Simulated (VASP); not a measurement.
A run of VASP 6.6.1 is set up as follows.

The input INCAR:

```
ALGO = Normal ; EDIFF = 1E-6
ENCUT = 520 ; GGA = PE
ISIF = 2 ; ISMEAR = -1
LASPH = T ; LCHARG = T
LELF = T ; LREAL = F
LVHAR = T ; LWAVE = F
NBANDS = 13 ; NELM = 100
PREC = Accurate ; SIGMA = 0.06122561905347299
```

KPOINTS

```
k-points
0
Gamma
  37 37 37
```

Contents of POSCAR:

```
Pb
1.0
    0.0000000000      2.5232788798      2.5232788798
    2.5232788798      0.0000000000      2.5232788798
    2.5232788798      2.5232788798      0.0000000000
Pb
1
Direct
    0.0000000000      0.0000000000      0.0000000000
```

Potentials or basis: VASP PAW PBE potentials, release 64 (Pb_d).

Run with:

```console
$ cat potpaw_PBE.64/Pb_d/POTCAR > POTCAR
$ mpirun -np 1 vasp_std > vasp.out
```

(1) What does it give for the band gap on the k mesh?

(2) Estimate the pressure.

Answers

(1) zero (bands 7 and 8 overlap by 8.49 eV).

(2) -0.2 GPa.

Caveat: spin-orbit coupling is left out, which moves the levels of the heavy elements.
